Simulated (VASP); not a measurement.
Ag, 1 atom in the cell. The structure is tetragonal, space group I4/mmm (No. 139). The conventional cell has a = 2.889 Å, b = 2.889 Å, c = 4.168 Å, α = 90.00°, β = 90.00°, γ = 90.00°. Ag (site symmetry 4/mmm) has 12 Ag at 2.89 to 2.92 Å within 3.8 Å.  This cell differs from its parent crystal: zz strain of +2 %.

```yaml
Program: VASP 6.6.1
Task: electric field gradients
Functional: PBE
Potentials_or_basis: VASP PAW PBE potentials, release 64 (Ag)
Cutoff: 400 eV
k_mesh: 15 × 15 × 15
Occupations: fermi-dirac, width 0.05 eV
Spin: no spin polarisation
Dipole_correction: no
Further_INCAR_settings: ALGO = Normal; EDIFF = 1e-08; NBANDS = 12
```

Potentials or basis: VASP PAW PBE potentials, release 64 (Ag).

Command:

```console
$ cat potpaw_PBE.64/Ag/POTCAR > POTCAR
$ mpirun -np 1 vasp_std > vasp.out
```

Hardware: 1 thread of Intel Xeon 8259CL, on a shared host.

Question: How long does it take, and how much memory?

Answer: Wall time 39 s on 1 thread of Intel Xeon 8259CL, on a shared host, peak memory 0.16 GiB. Counts: scf iterations 13, k points 288.
